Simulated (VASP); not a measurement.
# K3RuW (R-3m) in VASP: further runs

The runs below take K3RuW through single point, with PBE.

Program: VASP 6.6.1. These are calculated values, not measurements. Logs are shortened: lines on timing, memory, paths and dates and some standing lists are left out, and cuts for length are marked.

## 1. The cell of the first run

Symmetry: R-3m, No. 166, trigonal system. Conventional cell: a = 7.672 Å, b = 7.672 Å, c = 11.335 Å, α = 90.00°, β = 90.00°, γ = 120.00°. Within 3.9 Å of K (site symmetry 2/m) lie 2 Ru at 2.91 Å and 2 W at 3.84 Å and 4 K at 3.84 Å. Ru (site symmetry -3m) has 6 K at 2.91 Å within 3.8 Å. W (site symmetry -3m) has 12 K at 3.84 to 4.38 Å and 6 Ru at 4.82 Å within 5.0 Å.

The cell was generated, and may not be a known phase.

## 2. Single point, PBE

File INCAR:

```
  PREC = Accurate
  ENCUT = 500
  EDIFF = 1E-6
  ISMEAR = 0
  SIGMA = 0.2
  LREAL = F
  LASPH = T
  NELM = 120
  ALGO = Normal
  ISIF = 2
  LWAVE = F
  LCHARG = F
  GGA = PE
  NBANDS = 36
  GGA_COMPAT = F
```

File KPOINTS:

```
Automatic mesh
0
Gamma
  3 3 3
```

File POSCAR:

```
K3RuW
1.0
    3.8361060496      2.2147768604      3.7783386772
   -3.8361060496      2.2147768604      3.7783386772
    0.0000000000     -4.4295537208      3.7783386772
K Ru W
3 1 1
Direct
    0.5000000000      0.5000000000      0.0000000000
    0.0000000000      0.5000000000      0.5000000000
    0.5000000000      0.0000000000      0.5000000000
    0.5000000000      0.5000000000      0.5000000000
    0.0000000000      0.0000000000      0.0000000000
```

Potentials or basis: VASP PAW PBE potentials, release 64 (K_sv, Ru_pv, W_sv).

The run is started by

```sh
> cat potpaw_PBE.64/K_sv/POTCAR potpaw_PBE.64/Ru_pv/POTCAR potpaw_PBE.64/W_sv/POTCAR > POTCAR
> mpirun -np 1 vasp_std > vasp.out
```

OUTCAR:

```text
PREC = Accurate
   ENCUT = 500
   EDIFF = 1E-6
   ISMEAR = 0
   LREAL = F
   LASPH = T
   NELM = 120
   ISIF = 2
   GGA = PE

 ion  position               nearest neighbor table
   1  0.500  0.500  0.000-   4 2.91   4 2.91
   2  0.000  0.500  0.500-   4 2.91   4 2.91
   3  0.500  0.000  0.500-   4 2.91   4 2.91
   4  0.500  0.500  0.500-   2 2.91   3 2.91   3 2.91   2 2.91   1 2.91   1 2.91
   5  0.000  0.000  0.000-

  LATTYP: Found a trigonal (rhomboedric) cell.
 ALAT       =     5.8220949258
 COS(alpha) =     0.1317343078

  Lattice vectors:

 A1 = (   3.8361060496,   2.2147768604,   3.7783386772)
 A2 = (  -3.8361060496,   2.2147768604,   3.7783386772)
 A3 = (   0.0000000000,  -4.4295537208,   3.7783386772)

Analysis of symmetry for initial positions (statically):
=====================================================================
 Subroutine PRICEL returns:
 Original cell was already a primitive cell.

 Routine SETGRP: Setting up the symmetry group for a
 trigonal (rhombohedral) supercell.

 Subroutine GETGRP returns: Found 12 space group operations
 (whereof 12 operations were pure point group operations)
 out of a pool of 12 trial point group operations.

The static configuration has the point symmetry D_3d.

Analysis of symmetry for dynamics (positions and initial velocities):
=====================================================================
 Subroutine PRICEL returns:
 Original cell was already a primitive cell.

 Routine SETGRP: Setting up the symmetry group for a
 trigonal (rhombohedral) supercell.

 Subroutine GETGRP returns: Found 12 space group operations
 (whereof 12 operations were pure point group operations)
 out of a pool of 12 trial point group operations.

The dynamic configuration has the point symmetry D_3d.

 Subroutine INISYM returns: Found 12 space group operations
 (whereof 12 operations are pure point group operations),
 and found     1 'primitive' translations

----------------------------------------------------------------------------------------

                                     Primitive cell

  volume of cell :     192.6073

  direct lattice vectors                    reciprocal lattice vectors
     3.836106050  2.214776860  3.778338677     0.130340505  0.075252126  0.088222195
    -3.836106050  2.214776860  3.778338677    -0.130340505  0.075252126  0.088222195
     0.000000000 -4.429553721  3.778338677     0.000000000 -0.150504251  0.088222195

  length of vectors
     5.822094926  5.822094926  5.822094926     0.174455397  0.174455397  0.174455397

  position of ions in fractional coordinates (direct lattice)
     0.500000000  0.500000000  0.000000000
     1.000000000  0.500000000  0.500000000
     0.500000000  1.000000000  0.500000000
     0.500000000  0.500000000  0.500000000
     0.000000000  0.000000000  0.000000000

  ion indices of the primitive-cell ions
   primitive index   ion index
                 1           1
                 2           2
                 3           3
                 4           4
                 5           5

----------------------------------------------------------------------------------------

 KPOINTS: Automatic mesh

Automatic generation of k-mesh.
 Grid dimensions read from file:
 generate k-points for:    3    3    3

 Generating k-lattice:

  Cartesian coordinates                     Fractional coordinates (reciprocal lattice)
     0.043446835  0.025084042  0.029407398     0.333333333  0.000000000  0.000000000
    -0.043446835  0.025084042  0.029407398     0.000000000  0.333333333  0.000000000
     0.000000000 -0.050168084  0.029407398     0.000000000  0.000000000  0.333333333

  Length of vectors
     0.058151799  0.058151799  0.058151799

  Shift w.r.t. Gamma in fractional coordinates (k-lattice)
     0.000000000  0.000000000  0.000000000

 Subroutine IBZKPT returns following result:
 ===========================================

 Found      6 irreducible k-points:

 Following reciprocal coordinates:
            Coordinates               Weight
  0.000000  0.000000  0.000000      1.000000
  0.333333  0.000000  0.000000      6.000000
  0.333333  0.333333  0.000000      6.000000
 -0.333333  0.333333  0.000000      6.000000
  0.333333  0.333333  0.333333      2.000000
 -0.333333  0.333333  0.333333      6.000000
   k-points           NKPTS =      6   k-points in BZ     NKDIM =      6   number of bands    NBANDS=     36
   number of dos      NEDOS =    301   number of ions     NIONS =      5
   total plane-waves  NPLWV =  74088
   dimension x,y,z NGX =    42 NGY =   42 NGZ =   42
   dimension x,y,z NGXF=    84 NGYF=   84 NGZF=   84
   ions per type =               3   1   1
   NGX,Y,Z   is equivalent  to a cutoff of  11.99, 11.99, 11.99 a.u.
   NGXF,Y,Z  is equivalent  to a cutoff of  23.99, 23.99, 23.99 a.u.
 SYSTEM =  unknown system
   PREC   = accura    normal or accurate (medium, high low for compatibility)
   ISTART =      0    job   : 0-new  1-cont  2-samecut
   ICHARG =      2    charge: 1-file 2-atom 10-const
   ISPIN  =      1    spin polarized calculation?
   LNONCOLLINEAR =      F non collinear calculations
   LSORBIT =      F    spin-orbit coupling
   LASPH  =      T    aspherical Exc in radial PAW
   ENCUT  =  500.0 eV  36.75 Ry    6.06 a.u.  10.62 10.62 10.62*2*pi/ulx,y,z
   NELM   =    120;   NELMIN=  2; NELMDL= -5     # of ELM steps
   EDIFF  = 0.1E-05   stopping-criterion for ELM
   LREAL  =      F    real-space projection
   EDIFFG = 0.1E-04   stopping-criterion for IOM
   NSW    =      0    number of steps for IOM
   IBRION =     -1    ionic relax: 0-MD 1-quasi-New 2-CG
   NFREE  =      0    steps in history (QN), initial steepest desc. (CG)
   ISIF   =      2    stress and relaxation
   ISYM   =      2    0-nonsym 1-usesym 2-fastsym
   POTIM  = 0.5000    time-step for ionic-motion
   TEBEG  =    0.0;   TEEND  =   0.0 temperature during run
   PSTRESS=    0.0 pullay stress
   NELECT =      55.0000    total number of electrons
   NUPDOWN=      -1.0000    fix difference up-down
   EMIN   =  10.00;   EMAX   =-10.00  energy-range for DOS
   EFERMI =   0.00;   METHOD = LEGACY
   ISMEAR =     0;   SIGMA  =   0.20  broadening in eV -4-tet -1-fermi 0-gaus
   EFERMI_NEDOS =   21; number of points for ismear=-14 and -15
   IALGO  =     38    algorithm
   IMIX   =      4    mixing-type and parameters
     AMIX     =   0.40;   BMIX     =  1.00
     AMIX_MAG =   1.60;   BMIX_MAG =  1.00
  volume/ion in A,a.u.               =      38.52       259.96
  Fermi-wavevector in a.u.,A,eV,Ry     =   1.078048  2.037216 15.812525  1.162188
  Thomas-Fermi vector in A             =   2.213976
   LORBIT       =      0    0 simple, 1 ext, 2 COOP (PROOUT), +10 PAW based schemes
   GGA     = PE    functional components
   LHFCALC =     F    Hartree Fock is set to
   AEXX    =    0.0000 exact exchange contribution
   IVDW    =     0    specifies the selected vdW correction
   LEPSILON=     F    determine dielectric tensor
   LRPA    =     F    only Hartree local field effects (RPA)
 non-spin polarized calculation
 Gauss-broadening in eV      SIGMA  =   0.20
  energy-cutoff  :      500.00
  volume of cell :      192.61
 maximum number of plane-waves:      4906
 NGX is ok and might be reduce to    42
   NGX = 21   NGY = 21   NGZ = 21

 number of electron      55.0000027 magnetization

 Free energy of the ion-electron system (eV)
  ---------------------------------------------------
  ext. energy  EPLUGINS =         0.00000000
  ---------------------------------------------------
  free energy    TOTEN  =       -11.94580289 eV

  energy without entropy =      -11.43280185  energy(sigma->0) =      -11.68930237

 E-fermi :   1.0792     XC(G=0):  -7.7894

 val. band max:        1.0765266741   @ k =   0.3333   0.0000   0.0000
 cond. band min:       1.0872453395   @ k =  -0.3333   0.3333   0.3333
 fundamental gap:      0.0107186654
 Fermi energy:         1.0791752022

 k-point     1 :       0.0000    0.0000    0.0000
  band No.  band energies     occupation
      1     -73.0321      2.00000
      2     -39.7698      2.00000
      3     -39.7698      2.00000
      4     -39.6981      2.00000
      5     -37.2236      2.00000
      6     -37.1785      2.00000
[... 28 lines left out ...]
     35       5.2110      0.00000
     36       5.2110      0.00000

 k-point     2 :       0.3333    0.0000    0.0000
  band No.  band energies     occupation
      1     -73.0321      2.00000
      2     -39.7700      2.00000
      3     -39.7698      2.00000
      4     -39.6983      2.00000
      5     -37.2236      2.00000
      6     -37.1785      2.00000
[... 28 lines left out ...]
     35       4.6949      0.00000
     36       5.2246      0.00000

 k-point     3 :       0.3333    0.3333    0.0000
  band No.  band energies     occupation
      1     -73.0321      2.00000
      2     -39.7700      2.00000
      3     -39.7699      2.00000
      4     -39.6984      2.00000
      5     -37.2237      2.00000
      6     -37.1785      2.00000
[... 28 lines left out ...]
     35       4.5437      0.00000
     36       4.8243      0.00000

 k-point     4 :      -0.3333    0.3333    0.0000
  band No.  band energies     occupation
      1     -73.0321      2.00000
      2     -39.7700      2.00000
      3     -39.7699      2.00000
      4     -39.6984      2.00000
      5     -37.2237      2.00000
      6     -37.1785      2.00000
[... 28 lines left out ...]
     35       4.4883      0.00000
     36       4.6883      0.00000

 k-point     5 :       0.3333    0.3333    0.3333
  band No.  band energies     occupation
      1     -73.0321      2.00000
      2     -39.7700      2.00000
      3     -39.7700      2.00000
      4     -39.6985      2.00000
      5     -37.2237      2.00000
      6     -37.1785      2.00000
[... 28 lines left out ...]
     35       4.0153      0.00000
     36       4.3172      0.00000

 k-point     6 :      -0.3333    0.3333    0.3333
  band No.  band energies     occupation
      1     -73.0321      2.00000
      2     -39.7700      2.00000
      3     -39.7700      2.00000
      4     -39.6985      2.00000
      5     -37.2237      2.00000
      6     -37.1785      2.00000
[... 28 lines left out ...]
     35       3.9913      0.00000
     36       4.5555      0.00000

------------------------ aborting loop because EDIFF is reached ----------------------------------------

  FORCE on cell =-STRESS in cart. coord.  units (eV):
  Direction    XX          YY          ZZ          XY          YZ          ZX
  --------------------------------------------------------------------------------------
  -------------------------------------------------------------------------------------
  Total        0.6629283      0.6629283      0.0993335      0.0000000      0.0000000     -0.0000000
  in kB        5.5144786      5.5144786      0.8262922      0.0000000      0.0000000     -0.0000000
  external PRESSURE =       3.9517498 kB  Pullay stress =       0.0000000 kB

 VOLUME and BASIS-vectors are now :
 -----------------------------------------------------------------------------
  energy-cutoff  :      500.00
  volume of cell :      192.61
      direct lattice vectors                 reciprocal lattice vectors
     3.836106050  2.214776860  3.778338677     0.130340505  0.075252126  0.088222195
    -3.836106050  2.214776860  3.778338677    -0.130340505  0.075252126  0.088222195
     0.000000000 -4.429553721  3.778338677     0.000000000 -0.150504251  0.088222195

 POSITION                                       TOTAL-FORCE (eV/Angst)
 -----------------------------------------------------------------------------------
      0.00000      2.21478      3.77834        -0.000000      0.000000     -0.000000
     -1.91805     -1.10739      3.77834        -0.000000     -0.000000     -0.000000
      1.91805     -1.10739      3.77834         0.000000     -0.000000      0.000000
      0.00000      0.00000      5.66751        -0.000000      0.000000      0.000000
      0.00000      0.00000      0.00000        -0.000000     -0.000000     -0.000000
 -----------------------------------------------------------------------------------
    total drift:                                0.000000      0.000000     -0.000000

  FREE ENERGIE OF THE ION-ELECTRON SYSTEM (eV)
  ---------------------------------------------------
  free  energy   TOTEN  =       -11.9458028905 eV

  energy  without entropy=      -11.4328018460  energy(sigma->0) =      -11.68930237
```

Run time: 37 s. Hardware: 1 thread of Intel Xeon 6975P-C (Granite Rapids), shared host; peak memory 0.26 GiB.

What came out:

```
Free energy            : -11.9458 eV
Pressure               : 0.4 GPa
Band gap on the k mesh : zero (an odd number of electrons rules out a gap without spin polarisation)
```

Levels at points of the mesh, in eV from the Fermi level:
```csv
k point,band 23,band 24,band 25,band 26,band 27,band 28,band 29,band 30,band 31,band 32
"(0.00, 0.00, 0.00)",-0.72,-0.61,-0.61,-0.20,-0.20,-0.14,0.04,0.22,0.22,2.36
```

Caveat: the k points lie up to 0.37 Å⁻¹ apart, too coarse for converged energies and pressures of a metal; spin-orbit coupling is left out, which moves the levels of the heavy elements.

## 3. Single point, PBE

This run uses another cell than the first one, of 47.70 Å³/atom.

File INCAR:

```
SYSTEM = K3RuW
  PREC = Accurate
  ENCUT = 500
  EDIFF = 1E-6
  ISMEAR = 0
  SIGMA = 0.2
  LREAL = .False.
  LASPH = .True.
  NELM = 120
  ALGO = Normal
  ISIF = 2
  LWAVE = .False.
  LCHARG = .False.
  GGA = PE
  NBANDS = 36
  GGA_COMPAT = .False.
```

File KPOINTS:

```
Automatic mesh
0
Gamma
  3 3 3
  0 0 0
```

File POSCAR:

```
K3RuW
1.0
    4.0009637954      2.3099575243      4.3010733015
   -4.0009637954      2.3099575243      4.3010733015
    0.0000000000     -4.6199150486      4.3010733015
K Ru W
3 1 1
Direct
    0.5000000000      0.5000000000      0.0000000000
    0.0000000000      0.5000000000      0.5000000000
    0.5000000000      0.0000000000      0.5000000000
    0.0000000000      0.0000000000      0.0000000000
    0.5000000000      0.5000000000      0.5000000000
```

Potentials or basis: VASP PAW PBE potentials, release 64 (K_sv, Ru_pv, W_sv).

The run is started by

```sh
> cat potpaw_PBE.64/K_sv/POTCAR potpaw_PBE.64/Ru_pv/POTCAR potpaw_PBE.64/W_sv/POTCAR > POTCAR
> mpirun -np 1 vasp_std > vasp.out
```

OUTCAR:

```text
SYSTEM = K3RuW
   PREC = Accurate
   ENCUT = 500
   EDIFF = 1E-6
   ISMEAR = 0
   LREAL = .False.
   LASPH = .True.
   NELM = 120
   ISIF = 2
   GGA = PE

 ion  position               nearest neighbor table
   1  0.500  0.500  0.000-   5 3.16   5 3.16
   2  0.000  0.500  0.500-   5 3.16   5 3.16
   3  0.500  0.000  0.500-   5 3.16   5 3.16
   4  0.000  0.000  0.000-
   5  0.500  0.500  0.500-   2 3.16   3 3.16   3 3.16   2 3.16   1 3.16   1 3.16

  LATTYP: Found a trigonal (rhomboedric) cell.
 ALAT       =     6.3121190262
 COS(alpha) =     0.1964574493

  Lattice vectors:

 A1 = (   4.0009637954,   2.3099575243,   4.3010733015)
 A2 = (  -4.0009637954,   2.3099575243,   4.3010733015)
 A3 = (   0.0000000000,  -4.6199150486,   4.3010733015)

Analysis of symmetry for initial positions (statically):
=====================================================================
 Subroutine PRICEL returns:
 Original cell was already a primitive cell.

 Routine SETGRP: Setting up the symmetry group for a
[... 154 lines left out ...]
  energy without entropy =      -10.42809211  energy(sigma->0) =      -10.72202209

 E-fermi :   0.2961     XC(G=0):  -6.9580

 val. band max:        0.2918270677   @ k =   0.3333   0.0000   0.0000
 cond. band min:       0.2988141343   @ k =  -0.3333   0.3333   0.3333
 fundamental gap:      0.0069870667
 Fermi energy:         0.2961271036

 k-point     1 :       0.0000    0.0000    0.0000
  band No.  band energies     occupation
      1     -73.2945      2.00000
      2     -40.8419      2.00000
      3     -40.8042      2.00000
      4     -40.8042      2.00000
      5     -37.5804      2.00000
      6     -37.5804      2.00000
[... 223 lines left out ...]
     35       2.9567      0.00000
     36       3.5172      0.00000

------------------------ aborting loop because EDIFF is reached ----------------------------------------

  FORCE on cell =-STRESS in cart. coord.  units (eV):
  Direction    XX          YY          ZZ          XY          YZ          ZX
  --------------------------------------------------------------------------------------
  -------------------------------------------------------------------------------------
  Total       -0.5178131     -0.5178131      0.0528193      0.0000000     -0.0000000      0.0000000
  in kB       -3.4784590     -3.4784590      0.3548185      0.0000000     -0.0000000      0.0000000
  external PRESSURE =      -2.2006998 kB  Pullay stress =       0.0000000 kB

 VOLUME and BASIS-vectors are now :
 -----------------------------------------------------------------------------
  energy-cutoff  :      500.00
  volume of cell :      238.50
      direct lattice vectors                 reciprocal lattice vectors
     4.000963795  2.309957524  4.301073301     0.124969889  0.072151399  0.077500035
    -4.000963795  2.309957524  4.301073301    -0.124969889  0.072151399  0.077500035
     0.000000000 -4.619915049  4.301073301     0.000000000 -0.144302798  0.077500035

 POSITION                                       TOTAL-FORCE (eV/Angst)
 -----------------------------------------------------------------------------------
      0.00000      2.30996      4.30107         0.000000      0.000000     -0.000000
     -2.00048     -1.15498      4.30107         0.000000      0.000000     -0.000000
      2.00048     -1.15498      4.30107        -0.000000      0.000000      0.000000
      0.00000      0.00000      0.00000        -0.000000      0.000000     -0.000000
      0.00000      0.00000      6.45161         0.000000     -0.000000      0.000000
 -----------------------------------------------------------------------------------
    total drift:                                0.000000      0.000000     -0.000000

  FREE ENERGIE OF THE ION-ELECTRON SYSTEM (eV)
  ---------------------------------------------------
  free  energy   TOTEN  =       -11.0159520735 eV

  energy  without entropy=      -10.4280921148  energy(sigma->0) =      -10.72202209
```

OSZICAR:

```text
N       E                     dE             d eps       ncg     rms          rms(c)
DAV:   1     0.442143068376E+03    0.44214E+03   -0.27823E+04   520   0.128E+03
DAV:   2     0.158518312872E+02   -0.42629E+03   -0.41603E+03   480   0.389E+02
DAV:   3    -0.992200043815E+01   -0.25774E+02   -0.24969E+02   752   0.784E+01
[... 22 lines left out ...]
DAV:  26    -0.110159534408E+02    0.80078E-04   -0.12584E-04   436   0.145E-02    0.329E-02
DAV:  27    -0.110159523900E+02    0.10508E-05   -0.16430E-05   404   0.742E-03    0.167E-02
DAV:  28    -0.110159535653E+02   -0.11753E-05   -0.11292E-05   304   0.565E-03    0.248E-02
DAV:  29    -0.110159518832E+02    0.16821E-05   -0.44197E-06   228   0.352E-03    0.162E-03
DAV:  30    -0.110159520735E+02   -0.19035E-06   -0.33922E-07   228   0.146E-03
   1 F= -.11015952E+02 E0= -.10722022E+02  d E =-.587860E+00
```

stdout:

```text
POSCAR found type information on POSCAR K RuW
 POSCAR found :  3 types and       5 ions
 scaLAPACK will be used
 LDA part: xc-table for (Slater+PW92), standard interpolation
 POSCAR, INCAR and KPOINTS ok, starting setup
 FFT: planning ... GRIDC
 FFT: planning ... GRID_SOFT
 FFT: planning ... GRID
 WAVECAR not read
 entering main loop
```

Run time: 47 s. Hardware: 1 thread of Intel Xeon 6975P-C (Granite Rapids), shared host; peak memory 0.34 GiB.

Results:

```
Free energy            : -11.0160 eV
Pressure               : -0.2 GPa
Band gap on the k mesh : zero (an odd number of electrons rules out a gap without spin polarisation)
```

Levels at points of the mesh, in eV from the Fermi level:
```
           k point  band 25  band 26  band 27  band 28  band 29  band 30  band 31  band 32
(0.00, 0.00, 0.00)    -0.38    -0.14    -0.10    -0.10    -0.05     0.13     0.13     2.12
```

Caveat: spin-orbit coupling is left out, which moves the levels of the heavy elements.
